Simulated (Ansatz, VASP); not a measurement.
**HfO2 in VASP and in Ansatz**

```xyz
3
Lattice="0.0000 2.5575 2.6854 2.5575 0.0000 2.6854 2.5575 2.5575 0.0000" Properties=species:S:1:pos:R:3 pbc="T T T"
Hf    0.0000    0.0000    0.0000
O     1.2788    1.2788    1.3427
O     3.8363    3.8363    4.0281
```

Change from the starting cell: strain +0.000 along x and y, +0.050 along z, atoms carried along.

Alike in both runs: task single point; functional PBE; k mesh 8 × 8 × 8; occupations gaussian, width 0.05 eV; no spin polarisation.

```csv
,VASP,Ansatz
version,VASP 6.6.1,Ansatz 0.2.0
potentials or method,"VASP PAW PBE potentials, release 64 (Hf_pv, O), cutoff 520 eV","scalar-relativistic, plane waves, PAW"
valence electrons in the cell,22,38
```

|  | VASP | Ansatz | Ansatz less VASP |
| --- | --- | --- | --- |
| gap on the k mesh at the Fermi level (eV) | 3.15 | 3.17 | +0.016 |
| least direct gap on the mesh (eV) | 3.32 | 3.32 | +0.006 |
| pressure (GPa) | -15.8 | -12.7 | +3.07 |
| traceless stress, the component that is largest in VASP (GPa) | -13.95 | -13.75 | +0.205 |

VASP's potentials hold 22 valence electrons a cell and Ansatz's 38, so a difference there can come from the potentials and not from the codes.

Spin-orbit coupling is off throughout.
